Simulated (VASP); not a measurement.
# Hg (P6_3/mmc) in VASP: further runs

Runs on Hg. Level: PBEsol+D3(BJ). Tasks: single point.

Everything below comes from runs of VASP 6.6.1. Logs are shortened: lines on timing, memory, paths and dates and some standing lists are left out, and cuts for length are marked.

### 1 The cell of the first run

It takes space group P6_3/mmc (No. 194, hexagonal). Conventional cell: a = 3.154 Å, b = 3.154 Å, c = 5.419 Å, α = 90.00°, β = 90.00°, γ = 120.00°. Within 4.2 Å of Hg (site symmetry -6m2) lie 12 Hg at 3.15 to 3.26 Å.

### 2 Single point, PBEsol+D3(BJ)

INCAR reads:

```
SYSTEM = Hg
PREC = Accurate
ENCUT = 520
EDIFF = 1E-6
ISMEAR = 0
SIGMA = 0.15
LREAL = .FALSE.
LASPH = .TRUE.
NELM = 100
ALGO = Fast
ISIF = 2
LWAVE = .FALSE.
LCHARG = .TRUE.
GGA = PS
IVDW = 12
LELF = .TRUE.
LVHAR = .TRUE.
NBANDS = 19
```

KPOINTS reads:

```
regular mesh
0
G
  18 18 10
  0 0 0
```

POSCAR reads:

```
Hg
1.0
    3.1540667384      0.0000000000      0.0000000000
   -1.5770333692      2.7315019207      0.0000000000
    0.0000000000      0.0000000000      5.4194000000
Hg
2
Direct
    0.6666666667      0.3333333333      0.7500000000
    0.3333333333      0.6666666667      0.2500000000
```

Potentials or basis: VASP PAW PBE potentials, release 64 (Hg).

Launch:

```console
> cat potpaw_PBE.64/Hg/POTCAR > POTCAR
> mpirun -np 1 vasp_std > vasp.out
```

OUTCAR:

```text
SYSTEM = Hg
   PREC = Accurate
   ENCUT = 520
   EDIFF = 1E-6
   ISMEAR = 0
   LREAL = .FALSE.
   LASPH = .TRUE.
   NELM = 100
   ISIF = 2
   GGA = PS
   IVDW = 12
 IVDW          = 12

 ion  position               nearest neighbor table
   1  0.667  0.333  0.750-   2 3.26   2 3.26   2 3.26   2 3.26   2 3.26   2 3.26
   2  0.333  0.667  0.250-   1 3.26   1 3.26   1 3.26   1 3.26   1 3.26   1 3.26

  LATTYP: Found a hexagonal cell.
 ALAT       =     3.1540667384
 C/A-ratio  =     1.7182261662

  Lattice vectors:

 A1 = (   3.1540667384,   0.0000000000,   0.0000000000)
 A2 = (  -1.5770333692,   2.7315019207,   0.0000000000)
 A3 = (   0.0000000000,   0.0000000000,   5.4194000000)

Analysis of symmetry for initial positions (statically):
=====================================================================
 Subroutine PRICEL returns:
 Original cell was already a primitive cell.

 Routine SETGRP: Setting up the symmetry group for a
 hexagonal supercell.

 Subroutine GETGRP returns: Found 24 space group operations
 (whereof 12 operations were pure point group operations)
 out of a pool of 24 trial point group operations.

The static configuration has the point symmetry D_3d.
 The point group associated with its full space group is D_6h.

Analysis of symmetry for dynamics (positions and initial velocities):
=====================================================================
 Subroutine PRICEL returns:
 Original cell was already a primitive cell.

 Routine SETGRP: Setting up the symmetry group for a
 hexagonal supercell.

 Subroutine GETGRP returns: Found 24 space group operations
 (whereof 12 operations were pure point group operations)
 out of a pool of 24 trial point group operations.

The dynamic configuration has the point symmetry D_3d.
 The point group associated with its full space group is D_6h.

 Subroutine INISYM returns: Found 24 space group operations
 (whereof 12 operations are pure point group operations),
 and found     1 'primitive' translations

----------------------------------------------------------------------------------------

                                     Primitive cell

  volume of cell :      46.6900

  direct lattice vectors                    reciprocal lattice vectors
     3.154066738  0.000000000  0.000000000     0.317050996  0.183049478  0.000000000
    -1.577033369  2.731501921  0.000000000     0.000000000  0.366098955  0.000000000
     0.000000000  0.000000000  5.419400000     0.000000000  0.000000000  0.184522272

  length of vectors
     3.154066738  3.154066738  5.419400000     0.366098955  0.366098955  0.184522272

  position of ions in fractional coordinates (direct lattice)
     0.666666667  0.333333333  0.750000000
     0.333333333  0.666666667  0.250000000

  ion indices of the primitive-cell ions
   primitive index   ion index
                 1           1
                 2           2

----------------------------------------------------------------------------------------

 KPOINTS: regular mesh

Automatic generation of k-mesh.
 Grid dimensions read from file:
 generate k-points for:   18   18   10

 Generating k-lattice:

  Cartesian coordinates                     Fractional coordinates (reciprocal lattice)
     0.017613944  0.010169415  0.000000000     0.055555556  0.000000000  0.000000000
     0.000000000  0.020338831  0.000000000     0.000000000  0.055555556  0.000000000
     0.000000000  0.000000000  0.018452227     0.000000000  0.000000000  0.100000000

  Length of vectors
     0.020338831  0.020338831  0.018452227

  Shift w.r.t. Gamma in fractional coordinates (k-lattice)
     0.000000000  0.000000000  0.000000000

 Subroutine IBZKPT returns following result:
 ===========================================

 Found    222 irreducible k-points:

 Following reciprocal coordinates:
            Coordinates               Weight
  0.000000  0.000000  0.000000      1.000000
  0.055556  0.000000  0.000000      6.000000
  0.111111  0.000000  0.000000      6.000000
  0.166667  0.000000  0.000000      6.000000
  0.222222 -0.000000  0.000000      6.000000
  0.277778  0.000000  0.000000      6.000000
[... 16 lines left out ...]
  0.333333  0.111111  0.000000     12.000000
  0.388889  0.111111  0.000000     12.000000
 [... further k-points ...]
   k-points           NKPTS =    222   k-points in BZ     NKDIM =    222   number of bands    NBANDS=     19
   number of dos      NEDOS =    301   number of ions     NIONS =      2
   total plane-waves  NPLWV =  23040
   dimension x,y,z NGX =    24 NGY =   24 NGZ =   40
   dimension x,y,z NGXF=    48 NGYF=   48 NGZF=   80
   ions per type =               2
   NGX,Y,Z   is equivalent  to a cutoff of  12.65, 12.65, 12.27 a.u.
   NGXF,Y,Z  is equivalent  to a cutoff of  25.30, 25.30, 24.54 a.u.
 SYSTEM =  Hg
   PREC   = accura    normal or accurate (medium, high low for compatibility)
   ISTART =      0    job   : 0-new  1-cont  2-samecut
   ICHARG =      2    charge: 1-file 2-atom 10-const
   ISPIN  =      1    spin polarized calculation?
   LNONCOLLINEAR =      F non collinear calculations
   LSORBIT =      F    spin-orbit coupling
   LASPH  =      T    aspherical Exc in radial PAW
   ENCUT  =  520.0 eV  38.22 Ry    6.18 a.u.   5.86  5.86 10.08*2*pi/ulx,y,z
   NELM   =    100;   NELMIN=  2; NELMDL= -5     # of ELM steps
   EDIFF  = 0.1E-05   stopping-criterion for ELM
   LREAL  =      F    real-space projection
   EDIFFG = 0.1E-04   stopping-criterion for IOM
   NSW    =      0    number of steps for IOM
   IBRION =     -1    ionic relax: 0-MD 1-quasi-New 2-CG
   NFREE  =      0    steps in history (QN), initial steepest desc. (CG)
   ISIF   =      2    stress and relaxation
   ISYM   =      2    0-nonsym 1-usesym 2-fastsym
   POTIM  = 0.5000    time-step for ionic-motion
   TEBEG  =    0.0;   TEEND  =   0.0 temperature during run
   PSTRESS=    0.0 pullay stress
   NELECT =      24.0000    total number of electrons
   NUPDOWN=      -1.0000    fix difference up-down
   EMIN   =  10.00;   EMAX   =-10.00  energy-range for DOS
   EFERMI =   0.00;   METHOD = LEGACY
   ISMEAR =     0;   SIGMA  =   0.15  broadening in eV -4-tet -1-fermi 0-gaus
   EFERMI_NEDOS =   21; number of points for ismear=-14 and -15
   IALGO  =     68    algorithm
   IMIX   =      4    mixing-type and parameters
     AMIX     =   0.40;   BMIX     =  1.00
     AMIX_MAG =   1.60;   BMIX_MAG =  1.00
  volume/ion in A,a.u.               =      23.34       157.54
  Fermi-wavevector in a.u.,A,eV,Ry     =   1.311407  2.478199 23.399128  1.719787
  Thomas-Fermi vector in A             =   2.441870
   LORBIT       =      0    0 simple, 1 ext, 2 COOP (PROOUT), +10 PAW based schemes
   GGA     = PS    functional components
   LHFCALC =     F    Hartree Fock is set to
   AEXX    =    0.0000 exact exchange contribution
   IVDW    =    12    specifies the selected vdW correction
   LEPSILON=     F    determine dielectric tensor
   LRPA    =     F    only Hartree local field effects (RPA)
 non-spin polarized calculation
 RMM-DIIS sequential band-by-band and
 Gauss-broadening in eV      SIGMA  =   0.15
  energy-cutoff  :      520.00
  volume of cell :       46.69
 maximum number of plane-waves:      1278
 NGX is ok and might be reduce to    24
   NGX = 11   NGY = 11   NGZ = 21

 number of electron      24.0000002 magnetization

 Free energy of the ion-electron system (eV)
  ---------------------------------------------------
  ext. energy  EPLUGINS =         0.00000000
  ---------------------------------------------------
  free energy    TOTEN  =        -1.08235290 eV

  energy without entropy =       -1.07303082  energy(sigma->0) =       -1.07769186

 E-fermi :   2.4767     XC(G=0): -11.1107

 val. band max:        2.4692870163   @ k =   0.2778   0.1667   0.0000
 cond. band min:       2.5012992287   @ k =   0.3333   0.2778   0.4000
 fundamental gap:      0.0320122124
 Fermi energy:         2.4767183555

 k-point     1 :       0.0000    0.0000    0.0000
  band No.  band energies     occupation
      1      -6.5577      2.00000
      2      -5.5055      2.00000
      3      -4.5146      2.00000
      4      -4.3228      2.00000
      5      -4.3228      2.00000
      6      -4.2089      2.00000
[... 11 lines left out ...]
     18      17.5197      0.00000
     19      18.3718      0.00000

 k-point     2 :       0.0556    0.0000    0.0000
  band No.  band energies     occupation
      1      -6.4824      2.00000
      2      -5.4587      2.00000
      3      -4.5146      2.00000
      4      -4.3208      2.00000
      5      -4.2893      2.00000
      6      -4.2215      2.00000
[... 11 lines left out ...]
     18      17.8188      0.00000
     19      18.7038      0.00000

 k-point     3 :       0.1111    0.0000    0.0000
  band No.  band energies     occupation
      1      -6.2628      2.00000
      2      -5.3306      2.00000
      3      -4.5274      2.00000
      4      -4.3062      2.00000
      5      -4.2372      2.00000
      6      -4.1912      2.00000
[... 11 lines left out ...]
     18      17.8857      0.00000
     19      18.3281      0.00000

 k-point     4 :       0.1667    0.0000    0.0000
  band No.  band energies     occupation
      1      -5.9235      2.00000
      2      -5.1691      2.00000
      3      -4.5410      2.00000
      4      -4.3279      2.00000
      5      -4.1512      2.00000
      6      -4.0958      2.00000
[... 407 lines left out ...]
     18      14.4271      0.00000
     19      15.1252      0.00000

 k-point    23 :       0.3333    0.1111    0.0000
  band No.  band energies     occupation
      1      -5.1296      2.00000
      2      -4.9913      2.00000
      3      -4.8559      2.00000
      4      -4.2768      2.00000
      5      -4.1000      2.00000
      6      -4.0605      2.00000
[... 11 lines left out ...]
     18      13.9280      0.00000
     19      14.8095      0.00000

 k-point    24 :       0.3889    0.1111    0.0000
  band No.  band energies     occupation
      1      -5.1842      2.00000
      2      -5.0162      2.00000
      3      -4.9388      2.00000
      4      -4.2791      2.00000
      5      -4.1287      2.00000
      6      -4.0310      2.00000
[... 11 lines left out ...]
     18      13.6090      0.00000
     19      14.6174      0.00000

 [... further k-points ...]

------------------------ aborting loop because EDIFF is reached ----------------------------------------

 Edisp (eV)   -0.85486

 E8    (eV) :    -0.5797

  FORCE on cell =-STRESS in cart. coord.  units (eV):
  Direction    XX          YY          ZZ          XY          YZ          ZX
  --------------------------------------------------------------------------------------
  -------------------------------------------------------------------------------------
  Total      -0.64765    -0.64765    -0.75294    -0.00000    -0.00000     0.00000
  in kB     -22.22425   -22.22425   -25.83742    -0.00000    -0.00000     0.00000
  external pressure =      -23.43 kB  Pullay stress =        0.00 kB

 VOLUME and BASIS-vectors are now :
 -----------------------------------------------------------------------------
  energy-cutoff  :      520.00
  volume of cell :       46.69
      direct lattice vectors                 reciprocal lattice vectors
     3.154066738  0.000000000  0.000000000     0.317050996  0.183049478  0.000000000
    -1.577033369  2.731501921  0.000000000     0.000000000  0.366098955  0.000000000
     0.000000000  0.000000000  5.419400000     0.000000000  0.000000000  0.184522272

 POSITION                                       TOTAL-FORCE (eV/Angst)
 -----------------------------------------------------------------------------------
      1.57703      0.91050      4.06455        -0.000000      0.000000      0.000000
     -0.00000      1.82100      1.35485         0.000000     -0.000000      0.000000
 -----------------------------------------------------------------------------------
    total drift:                               -0.000000      0.000000     -0.000000

  FREE ENERGIE OF THE ION-ELECTRON SYSTEM (eV)
  ---------------------------------------------------
  free  energy   TOTEN  =        -1.9372151747 eV

  energy  without entropy=       -1.9278930891  energy(sigma->0) =       -1.93255413
```

Wall time 2.7 min (1 thread of Oxide Virtual Turin-like, shared host); peak memory 0.25 GiB.

What came out:

- Free energy: -1.9372 eV
- Pressure: -2.3 GPa
- Band gap on the k mesh: zero (bands 12 and 13 overlap by 2.07 eV)
- Dispersion energy per atom: -0.427 eV

Caveat: the PAW data sets were made with another functional, which shifts forces and pressure a little; spin-orbit coupling is left out, which moves the levels of the heavy elements.

(Part 1 of 2 ends here.)

The gap in the log of VASP goes by the Fermi energy; the results here count the filled bands.